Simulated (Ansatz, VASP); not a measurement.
**Two plane-wave programs on Rh**

INCAR

```
SYSTEM = Rh
  PREC = Accurate
  ENCUT = 520
  EDIFF = 1E-6
  ISMEAR = 0
  SIGMA = 0.15
  LREAL = .False.
  LASPH = .True.
  NELM = 80
  ALGO = Fast
  ISIF = 2
  LWAVE = .False.
  LCHARG = .False.
  GGA = PS
  NBANDS = 38
```

Contents of KPOINTS:

```
Automatic mesh
0
Gamma
  18 18 6
  0 0 0
```

POSCAR

```
Rh
1.0
    2.6221000000      0.0000000000      0.0000000000
   -1.3110500000      2.2708052113      0.0000000000
    0.0000000000      0.0000000000      8.7275109659
Rh
4
Direct
    0.0000000000      0.0000000000      0.0000000000
    0.3333333333      0.6666666667      0.2500000000
    0.0000000000      0.0000000000      0.5000000000
    0.6666666667      0.3333333333      0.7500000000
```

Input for Ansatz:

```yaml
crystal:
  lattice:
    - [2.6221, 0.0, 0.0]
    - [-1.31105, 2.2708052113, 0.0]
    - [0.0, 0.0, 8.7275109659]
  atoms:
    - { symbol: Rh, position: [0.0, 0.0, 0.0] }
    - { symbol: Rh, position: [0.3333333333, 0.6666666667, 0.25] }
    - { symbol: Rh, position: [0.0, 0.0, 0.5] }
    - { symbol: Rh, position: [0.6666666667, 0.3333333333, 0.75] }
basis:
  ecutwfc: 420
kpoints:
  mp_grid: { grid: [18, 18, 6] }
hamiltonian:
  xc: pbesol
  pseudopotentials: { kind: paw, azcp: { folder: soft_1 } }
scf:
  occupations: { method: gaussian, width: 0.15 }
output:
  forces: true
  stress: true
  eigenvalues: true
  write_density: true
  write_potential: true
  elf: true
  volumetric_format: npy
```

Alike in both runs: task single point; functional PBEsol; k mesh 18 × 18 × 6; occupations gaussian, width 0.15 eV; no spin polarisation.

|  | VASP | Ansatz |
| --- | --- | --- |
| version | VASP 6.6.1 | Ansatz 0.2.0 |
| potentials or method | VASP PAW PBE potentials, release 64 (Rh_pv), cutoff 520 eV | scalar-relativistic, plane waves, PAW |
| valence electrons in the cell | 60 | 68 |

|  | VASP | Ansatz | Ansatz less VASP |
| --- | --- | --- | --- |
| gap on the k mesh at the Fermi level (eV) | none | none | - |
| pressure (GPa) | 13.3 | 13.4 | +0.09 |
| traceless stress, the component that is largest in VASP (GPa) | -5.85 | -5.86 | -0.001 |

VASP's potentials were made for PBE, not for PBEsol, and Ansatz warns of the same on its side. A gap of «none» marks a metal or a gap that the smearing closes. The functional is the same, so the differences come from potentials, cutoffs and numerics. VASP's potentials hold 60 valence electrons a cell and Ansatz's 68, so a difference there can come from the potentials and not from the codes.
